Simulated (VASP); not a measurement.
Input of a VASP 6.6.1 run:

File INCAR:

```
SYSTEM = CdS
PREC = Accurate
ENCUT = 520
EDIFF = 1E-6
ISMEAR = -1
SIGMA = 0.02
LREAL = .FALSE.
LASPH = .TRUE.
NELM = 100
ALGO = Normal
ISIF = 2
LWAVE = .FALSE.
LCHARG = .TRUE.
GGA = PE
LELF = .TRUE.
LVHAR = .TRUE.
NBANDS = 26
```

The input KPOINTS:

```
Automatic mesh
0
G
  12 12 4
  0 0 0
```

Contents of POSCAR:

```
CdS
1.0
    3.9563712165      0.0000000000      0.0000000000
   -1.9781856083      3.4263179803      0.0000000000
    0.0000000000      0.0000000000      7.0823619796
Cd S
2 2
Direct
    0.3333333333      0.6666666667      0.0102720657
    0.6666666667      0.3333333333      0.5102720657
    0.3333333333      0.6666666667      0.3647279343
    0.6666666667      0.3333333333      0.8647279343
```

Potentials or basis: VASP PAW PBE potentials, release 64 (Cd, S).

Command:

```bash
$ cat potpaw_PBE.64/Cd/POTCAR potpaw_PBE.64/S/POTCAR > POTCAR
$ mpirun -np 1 vasp_std > vasp.out
```

Q: Predict the pressure.

A: 5.1 GPa.

Q: Predict the largest force.

A: 0.006 eV/Å.

Q: Predict the band gap on the k mesh.

A: 0.98 eV.

Forces on the atoms (eV/Å):
```
Cd   0.000  0.000  0.006
Cd   0.000  0.000  0.006
S    0.000  0.000 -0.006
S    0.000  0.000 -0.006
```

Caveat: the cell differs from its parent crystal (epitaxial xy strain -5.0%); the cell stands under pressure. A k mesh can miss the band edges.
